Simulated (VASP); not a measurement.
Set up this calculation in VASP 6.6.1, as the native input.

```yaml
Task: single point
Functional: PBEsol
Potentials_or_basis: VASP PAW PBE potentials, release 64 (Ti_sv, Se)
Cutoff: 520 eV
k_mesh: 10 × 10 × 6
Occupations: gaussian, width 0.05 eV
Spin: collinear spin
Starting_moments: "[0.05, 0.05, 0.0, 0.0] μB"
Dipole_correction: no
Further_INCAR_settings: ALGO = Normal; EDIFF = 1e-06; NBANDS = 30
```

The structure of TiSe lies in POSCAR:

```
TiSe
1.0
    3.3000738609      0.0000000000      0.0000000000
   -1.6500369304      2.8579477979      0.0000000000
    0.0000000000      0.0000000000      6.7111379124
Ti Se
2 2
Direct
    0.0000000000      0.0000000000      0.0000000000
    0.0000000000      0.0000000000      0.5000000000
    0.3333333333      0.6666666667      0.2500000000
    0.6666666667      0.3333333333      0.7500000000
```

One way to write it, as run:

INCAR

```
SYSTEM = TiSe
PREC = Accurate
ENCUT = 520
EDIFF = 1E-6
ISMEAR = 0
SIGMA = 0.05
LREAL = .False.
LASPH = .True.
NELM = 150
ALGO = Normal
ISIF = 2
LWAVE = .False.
LCHARG = .False.
ISPIN = 2
MAGMOM = 0.05 0.05 0 0
LORBIT = 11
LMAXMIX = 4
GGA = PS
NBANDS = 30
```

KPOINTS

```
regular mesh
0
Gamma
  10 10 6
  0 0 0
```

Potentials or basis: VASP PAW PBE potentials, release 64 (Ti_sv, Se).

Launch:

```sh
$ cat potpaw_PBE.64/Ti_sv/POTCAR potpaw_PBE.64/Se/POTCAR > POTCAR
$ mpirun -np 1 vasp_std > vasp.out
```

Results of the run:

```json
{
 "Pressure": "5.8 GPa",
 "Band gap on the k mesh": "zero (filled and empty bands overlap)",
 "Net moment": "0.00 μB per cell",
 "Valence electrons inside the program's atomic spheres": "Ti 10.36; Se 4.01"
}
```

Caveat: the cell stands under pressure; the PAW data sets were made with another functional, which shifts forces and pressure a little.

Wall time 88 s on 1 thread of Intel(R) Xeon(R) 6975P-C (Granite Rapids) (shared host), peak memory 0.32 GiB.
